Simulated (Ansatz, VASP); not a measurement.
**Two plane-wave programs on TiH5**

```
Ti H
1.0
     4.25105    0.00000    0.00000
    -2.12553    3.68152    0.00000
     0.00000    0.00000    3.48326
Ti H
1 5
Cartesian
  0.0000 0.0000 0.0000
  0.0000 2.4543 0.0000
  2.1255 1.2272 0.0000
  2.1255 0.0000 1.7416
  1.0628 1.8408 1.7416
  -1.0628 1.8408 1.7416
```

Change from the starting cell: species swapped into the CeIr5 type (P6/mmm, No. 191).

Alike in both runs: task relaxation of cell and atoms; functional PBE; k mesh 6 × 6 × 6; occupations gaussian, width 0.1 eV; no spin polarisation.

|  | VASP | Ansatz |
| --- | --- | --- |
| version | VASP 6.6.1 | Ansatz 0.2.0 |
| potentials or method | VASP PAW PBE potentials, release 64 (Ti_sv, H), cutoff 600 eV | scalar-relativistic, plane waves, PAW |
| valence electrons in the cell | 17 | 17 |

VASP gave:

```
gap on the k mesh at the Fermi level, each at its own relaxed structure (eV) : none
relaxed volume (Å³/atom)                                                     : 4.73
relaxed length of the cell vector where the two differ most in proportion (Å)              : 3.318
```

**Question.** What did Ansatz give for the same quantities?

**Answer.** gap on the k mesh at the Fermi level, each at its own relaxed structure (eV): none; relaxed volume (Å³/atom): 4.77; relaxed length of the cell vector where the two differ most in proportion (Å): 3.326.

A gap of «none» marks a metal or a gap that the smearing closes.

Noted on VASP's run: the volume moved by over 15 % at a fixed basis, so the end points are rough.
